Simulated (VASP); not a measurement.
# AlCo (Fm-3m) in VASP: single point with PBEsol

Aim: the single point of AlCo with PBEsol.

Everything below comes from runs of VASP 6.6.1. Logs are shortened: lines on timing, memory, paths and dates and some standing lists are left out, and cuts for length are marked.

### Step 1. The cell of the first run

It takes space group Fm-3m (No. 225, cubic). The conventional cell has a = 4.476 Å, b = 4.476 Å, c = 4.476 Å, α = 90.00°, β = 90.00°, γ = 90.00°. Al (site symmetry m-3m) has 6 Co at 2.24 Å within 3.0 Å. Within 3.0 Å of Co (site symmetry m-3m) lie 6 Al at 2.24 Å.

### Step 2. Single point, PBEsol

The input, INCAR:

```
SYSTEM = AlCo
PREC = Accurate
ENCUT = 520
EDIFF = 1E-6
ISMEAR = 0
SIGMA = 0.15
LREAL = .False.
LASPH = .True.
NELM = 60
ALGO = Normal
ISIF = 2
LWAVE = .False.
LCHARG = .False.
GGA = PS
NBANDS = 13
```

The input, KPOINTS:

```
regular mesh
0
Gamma
  18 18 18
  0 0 0
```

The input, POSCAR:

```
AlCo
1.0
    2.9836824143      0.7459206036      0.7459206036
    0.7459206036      2.9836824143      0.7459206036
    0.7459206036      0.7459206036      2.9836824143
Al Co
1 1
Direct
    0.0000000000      0.0000000000      0.0000000000
    0.5000000000      0.5000000000      0.5000000000
```

Potentials or basis: VASP PAW PBE potentials, release 64 (Al, Co).

The run is started by

```sh
$ cat potpaw_PBE.64/Al/POTCAR potpaw_PBE.64/Co/POTCAR > POTCAR
$ mpirun -np 1 vasp_std > vasp.out
```

OUTCAR:

```text
SYSTEM = AlCo
   PREC = Accurate
   ENCUT = 520
   EDIFF = 1E-6
   ISMEAR = 0
   LREAL = .False.
   LASPH = .True.
   NELM = 60
   ISIF = 2
   GGA = PS

 ion  position               nearest neighbor table
   1  0.000  0.000  0.000-   2 2.24   2 2.24   2 2.24   2 2.24   2 2.24   2 2.24
   2  0.500  0.500  0.500-   1 2.24   1 2.24   1 2.24   1 2.24   1 2.24   1 2.24

  LATTYP: Found a face centered cubic cell.
 ALAT       =     4.4755236215

  Lattice vectors:

 A1 = (   2.9836824143,   0.7459206036,   0.7459206036)
 A2 = (   0.7459206036,   2.9836824143,   0.7459206036)
 A3 = (   0.7459206036,   0.7459206036,   2.9836824143)

Analysis of symmetry for initial positions (statically):
=====================================================================
 Subroutine PRICEL returns:
 Original cell was already a primitive cell.

 Routine SETGRP: Setting up the symmetry group for a
 face centered cubic supercell.

 Subroutine GETGRP returns: Found 48 space group operations
 (whereof 48 operations were pure point group operations)
 out of a pool of 48 trial point group operations.

The static configuration has the point symmetry O_h .

Analysis of symmetry for dynamics (positions and initial velocities):
=====================================================================
 Subroutine PRICEL returns:
 Original cell was already a primitive cell.

 Routine SETGRP: Setting up the symmetry group for a
 face centered cubic supercell.

 Subroutine GETGRP returns: Found 48 space group operations
 (whereof 48 operations were pure point group operations)
 out of a pool of 48 trial point group operations.

The dynamic configuration has the point symmetry O_h .

 Subroutine INISYM returns: Found 48 space group operations
 (whereof 48 operations are pure point group operations),
 and found     1 'primitive' translations

----------------------------------------------------------------------------------------

                                     Primitive cell

  volume of cell :      22.4115

  direct lattice vectors                    reciprocal lattice vectors
     2.983682414  0.745920604  0.745920604     0.372395904 -0.074479181 -0.074479181
     0.745920604  2.983682414  0.745920604    -0.074479181  0.372395904 -0.074479181
     0.745920604  0.745920604  2.983682414    -0.074479181 -0.074479181  0.372395904

  length of vectors
     3.164673102  3.164673102  3.164673102     0.387005176  0.387005176  0.387005176

  position of ions in fractional coordinates (direct lattice)
     0.000000000  0.000000000  0.000000000
     0.500000000  0.500000000  0.500000000
[... 82 lines left out ...]
   NFREE  =      0    steps in history (QN), initial steepest desc. (CG)
   ISIF   =      2    stress and relaxation
   ISYM   =      2    0-nonsym 1-usesym 2-fastsym
   POTIM  = 0.5000    time-step for ionic-motion
   TEBEG  =    0.0;   TEEND  =   0.0 temperature during run
   PSTRESS=    0.0 pullay stress
   NELECT =      12.0000    total number of electrons
   NUPDOWN=      -1.0000    fix difference up-down
   EMIN   =  10.00;   EMAX   =-10.00  energy-range for DOS
   EFERMI =   0.00;   METHOD = LEGACY
   ISMEAR =     0;   SIGMA  =   0.15  broadening in eV -4-tet -1-fermi 0-gaus
   EFERMI_NEDOS =   21; number of points for ismear=-14 and -15
   IALGO  =     38    algorithm
   IMIX   =      4    mixing-type and parameters
     AMIX     =   0.40;   BMIX     =  1.00
     AMIX_MAG =   1.60;   BMIX_MAG =  1.00
  volume/ion in A,a.u.               =      11.21        75.62
  Fermi-wavevector in a.u.,A,eV,Ry     =   1.329366  2.512138 24.044423  1.767215
  Thomas-Fermi vector in A             =   2.458534
   LORBIT       =      0    0 simple, 1 ext, 2 COOP (PROOUT), +10 PAW based schemes
   GGA     = PS    functional components
   LHFCALC =     F    Hartree Fock is set to
   AEXX    =    0.0000 exact exchange contribution
   IVDW    =     0    specifies the selected vdW correction
   LEPSILON=     F    determine dielectric tensor
   LRPA    =     F    only Hartree local field effects (RPA)
 non-spin polarized calculation
 Gauss-broadening in eV      SIGMA  =   0.15
  energy-cutoff  :      520.00
  volume of cell :       22.41
 maximum number of plane-waves:       620
   NGX = 11   NGY = 11   NGZ = 11

 number of electron      12.0000004 magnetization

 Free energy of the ion-electron system (eV)
  ---------------------------------------------------
  ext. energy  EPLUGINS =         0.00000000
  ---------------------------------------------------
  free energy    TOTEN  =       -10.98223359 eV

  energy without entropy =      -10.97086007  energy(sigma->0) =      -10.97654683

 E-fermi :  10.8571     XC(G=0): -12.4626

 val. band max:       10.8484362412   @ k =  -0.3333   0.5000   0.1667
 cond. band min:      10.8646289118   @ k =  -0.4444   0.2778  -0.0000
 fundamental gap:      0.0161926706
 Fermi energy:        10.8570511055

 k-point     1 :       0.0000    0.0000    0.0000
  band No.  band energies     occupation
      1      -0.2982      2.00000
      2       8.8162      2.00000
      3       8.8162      2.00000
      4       8.8162      2.00000
      5       9.0744      2.00000
      6       9.0744      2.00000
      7      19.6325      0.00000
      8      19.6325      0.00000
      9      19.6325      0.00000
     10      23.0487      0.00000
     11      23.2027      0.00000
     12      23.2027      0.00000
     13      23.2027      0.00000
[... 354 lines left out ...]
  band No.  band energies     occupation
      1       1.0845      2.00000
      2       8.0699      2.00000
      3       8.6385      2.00000
      4       8.6665      2.00000
      5       9.3210      2.00000
      6       9.4878      2.00000
      7      14.5154      0.00000
      8      18.0247      0.00000
      9      20.2175      0.00000
     10      21.8021      0.00000
     11      22.5170      0.00000
     12      23.4994      0.00000
     13      25.0676      0.00000

 [... further k-points ...]
[... 5 lines left out ...]
  --------------------------------------------------------------------------------------
  -------------------------------------------------------------------------------------
  Total        4.4071004      4.4071004      4.4071004      0.0000000      0.0000000      0.0000000
  in kB      315.0590520    315.0590520    315.0590520      0.0000000      0.0000000      0.0000000
  external PRESSURE =     315.0590520 kB  Pullay stress =       0.0000000 kB

 VOLUME and BASIS-vectors are now :
 -----------------------------------------------------------------------------
  energy-cutoff  :      520.00
  volume of cell :       22.41
      direct lattice vectors                 reciprocal lattice vectors
     2.983682414  0.745920604  0.745920604     0.372395904 -0.074479181 -0.074479181
     0.745920604  2.983682414  0.745920604    -0.074479181  0.372395904 -0.074479181
     0.745920604  0.745920604  2.983682414    -0.074479181 -0.074479181  0.372395904

 POSITION                                       TOTAL-FORCE (eV/Angst)
 -----------------------------------------------------------------------------------
      0.00000      0.00000      0.00000         0.000000     -0.000000      0.000000
      2.23776      2.23776      2.23776        -0.000000      0.000000     -0.000000
 -----------------------------------------------------------------------------------
    total drift:                                0.000000      0.000000     -0.000000

  FREE ENERGIE OF THE ION-ELECTRON SYSTEM (eV)
  ---------------------------------------------------
  free  energy   TOTEN  =       -10.9822335948 eV

  energy  without entropy=      -10.9708600711  energy(sigma->0) =      -10.97654683
```

OSZICAR:

```text
N       E                     dE             d eps       ncg     rms          rms(c)
DAV:   1     0.371857107006E+02    0.37186E+02   -0.52776E+03  5214   0.983E+02
DAV:   2    -0.101806127312E+02   -0.47366E+02   -0.43600E+02  5380   0.173E+02
DAV:   3    -0.117908017278E+02   -0.16102E+01   -0.15954E+01  6178   0.364E+01
DAV:   4    -0.118161560631E+02   -0.25354E-01   -0.25347E-01  5986   0.416E+00
DAV:   5    -0.118170231680E+02   -0.86710E-03   -0.86709E-03  6257   0.817E-01    0.104E+01
DAV:   6    -0.129287599441E+02   -0.11117E+01   -0.26959E+01  6050   0.683E+01    0.104E+01
DAV:   7    -0.109972218937E+02    0.19315E+01   -0.10761E+01  6105   0.442E+01    0.160E+00
DAV:   8    -0.109875363489E+02    0.96855E-02   -0.68532E-02  5861   0.195E+00    0.856E-01
DAV:   9    -0.109822643037E+02    0.52720E-02   -0.15446E-02  7091   0.134E+00    0.129E-01
DAV:  10    -0.109822390059E+02    0.25298E-04   -0.29522E-04  7235   0.191E-01    0.841E-02
DAV:  11    -0.109822346190E+02    0.43869E-05   -0.45560E-05  7910   0.688E-02    0.310E-02
DAV:  12    -0.109822335511E+02    0.10679E-05   -0.92004E-06  5395   0.329E-02    0.488E-03
DAV:  13    -0.109822335948E+02   -0.43736E-07   -0.98539E-08  2950   0.243E-03
   1 F= -.10982234E+02 E0= -.10976547E+02  d E =-.113735E-01
```

Wall time 30 s (1 thread of AMD EPYC 9R45 (Zen 5), shared host); peak memory 0.16 GiB.

What came out:

```yaml
Free_energy: -10.9822 eV
Pressure: 31.5 GPa
Band_gap_on_the_k_mesh: zero (band 6 reaches 11.11 eV, above the bottom of band 7 at 10.83 eV)
```

Caveat: the PAW data sets were made with another functional, which shifts forces and pressure a little. Spin polarisation is off, so any magnetic state and its effect on volume and gap are missing.
